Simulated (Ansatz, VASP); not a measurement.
## As in VASP and in Ansatz

```xyz
4
Lattice="1.8250 -5.5000 0.0000 1.8250 5.5000 0.0000 0.0000 0.0000 4.4700" Properties=species:S:1:pos:R:3 pbc="T T T"
As    1.8250    1.2100    2.5032
As    1.8250   -4.2900    4.2018
As    1.8250   -1.2100    1.9668
As    1.8250    4.2900    0.2682
```

Alike in both runs: functional PBE; k mesh 8 × 8 × 6; occupations fermi-dirac, width 0.05 eV; no spin polarisation.

|  | VASP | Ansatz |
| --- | --- | --- |
| version | VASP 6.6.1 | Ansatz 0.2.0 |
| potentials or method | VASP PAW PBE potentials, release 64 (As) | Ansatz PAW |
| plane-wave cutoff (eV) | 520 | 420 |
| valence electrons in the cell | 20 | 60 |
| task | single point | density of states |

|  | VASP | Ansatz | Ansatz less VASP |
| --- | --- | --- | --- |
| gap on the k mesh at the Fermi level (eV) | 0.06 | 0.08 | +0.012 |
| least direct gap on the mesh (eV) | 0.14 | 0.15 | +0.010 |
| pressure (GPa) | 3.3 | 3.0 | -0.32 |
| traceless stress, the component that is largest in VASP (GPa) | 0.91 | 0.94 | +0.030 |
| rms of the force components (eV/Å) | 0.096 | 0.074 | -0.0222 |

Atom by atom the forces differ by 0.037 eV/Å (rms over components). VASP's potentials hold 20 valence electrons a cell and Ansatz's 60, so a difference there can come from the potentials and not from the codes.
